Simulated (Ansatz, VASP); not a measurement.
**MgO in VASP and in Ansatz**

Contents of INCAR:

```
SYSTEM = MgO
  PREC = Accurate
  ENCUT = 750
  EDIFF = 1E-6
  ISMEAR = 0
  SIGMA = 0.1
  LREAL = .FALSE.
  LASPH = .TRUE.
  NELM = 120
  ALGO = Normal
  ISIF = 2
  LWAVE = .FALSE.
  LCHARG = .FALSE.
  GGA = CA
  NBANDS = 15
  GGA_COMPAT = .FALSE.
```

The input KPOINTS:

```
Automatic mesh
0
G
  9 9 6
  0 0 0
```

The input POSCAR:

```
MgO
1.0
    2.9380209034      0.0000000000      0.0000000000
   -1.4690104517      2.5444007392      0.0000000000
    0.0000000000      0.0000000000      2.6796800000
Mg O
1 1
Direct
    0.0000000000      0.0000000000      0.0000000000
    0.3333333300      0.6666666700      0.5000000000
```

Input for Ansatz:

```yaml
crystal:
  lattice:
    - [2.9380209034, 0.0, 0.0]
    - [-1.4690104517, 2.5444007392, 0.0]
    - [0.0, 0.0, 2.67968]
  atoms:
    - { symbol: Mg, position: [0.0, 0.0, 0.0] }
    - { symbol: O, position: [0.33333333, 0.66666667, 0.5] }
basis:
  ecutwfc: 420
kpoints:
  mp_grid: { grid: [9, 9, 6] }
hamiltonian:
  xc: lda
scf:
  occupations: { method: gaussian, width: 0.1 }
output:
  forces: true
  stress: true
  eigenvalues: true
```

Alike in both runs: task single point; functional LDA; k mesh 9 × 9 × 6; occupations gaussian, width 0.1 eV; no spin polarisation.

|  | VASP | Ansatz |
| --- | --- | --- |
| version | VASP 6.6.1 | Ansatz 0.2.0 |
| potentials or method | VASP PAW LDA potentials, release 64 (Mg_sv, O), cutoff 750 eV | scalar-relativistic, plane waves, PAW |
| valence electrons in the cell | 16 | 16 |

|  | VASP | Ansatz | Ansatz less VASP |
| --- | --- | --- | --- |
| gap on the k mesh at the Fermi level (eV) | 2.96 | 2.95 | -0.015 |
| least direct gap on the mesh (eV) | 3.37 | 3.35 | -0.013 |
| pressure (GPa) | -9.6 | -9.4 | +0.18 |
| traceless stress, the component that is largest in VASP (GPa) | -0.74 | -0.83 | -0.095 |

LDA's correlation is that of Perdew and Zunger in VASP and of Perdew and Wang (1992) in Ansatz.
